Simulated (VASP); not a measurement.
The system is Ti3Br.

```
CELL_PARAMETERS angstrom
4.38364 0.00000 0.00000
0.00000 4.38364 0.00000
0.00000 0.00000 4.38364
ATOMIC_POSITIONS crystal
Ti 0.50000 0.00000 0.00000
Ti 0.00000 0.50000 0.00000
Ti 0.00000 0.00000 0.50000
Br 0.50000 0.50000 0.50000
```

The cell was built from a structure type or drawn by symmetry, and may not be a known phase.

```yaml
Program: VASP 6.6.1
Task: relaxation of cell and atoms
Functional: PBE
Potentials_or_basis: VASP PAW PBE potentials, release 64 (Ti_sv, Br)
Cutoff: 600 eV
k_mesh: 4 × 4 × 4
Occupations: gaussian, width 0.1 eV
Spin: collinear spin
Starting_moments: "[1.0, 1.0, 1.0, 0.0] μB"
```

At the start: pressure -10.2 GPa; volume 21.06 Å³/atom.

Where does the relaxation end?

Over 3 steps the energy falls by 163.1 meV/atom and the volume is 17.06 Å³/atom (-19.0 %); space group Pm-3m (No. 221, to 0.1 Å) before and after; moment 0.00 μB per cell.

The path:
| step | energy change (eV) | largest force (eV/Å) | pressure (GPa) | volume (Å³) |
| --- | --- | --- | --- | --- |
| 1 | 0.0000 | 0.0000 | -10.22 | 84.24 |
| 2 | -0.6503 | 0.0000 | -0.85 | 68.90 |
| 3 | -0.6524 | 0.0000 | -0.05 | 68.24 |

Final structure:
```cif
data_structure
_symmetry_space_group_name_H-M 'P 1'
_symmetry_Int_Tables_number 1
_cell_length_a 4.0865
_cell_length_b 4.0865
_cell_length_c 4.0865
_cell_angle_alpha 90.000
_cell_angle_beta 90.000
_cell_angle_gamma 90.000
_cell_volume 68.24
loop_
_atom_site_label
_atom_site_type_symbol
_atom_site_fract_x
_atom_site_fract_y
_atom_site_fract_z
_atom_site_occupancy
Ti1 Ti 0.50000 0.00000 0.00000 1
Ti2 Ti 0.00000 0.50000 0.00000 1
Ti3 Ti 0.00000 0.00000 0.50000 1
Br1 Br 0.50000 0.50000 0.50000 1
```

Caveat: the volume moved by over 15 % at a fixed basis, so the end points are rough.
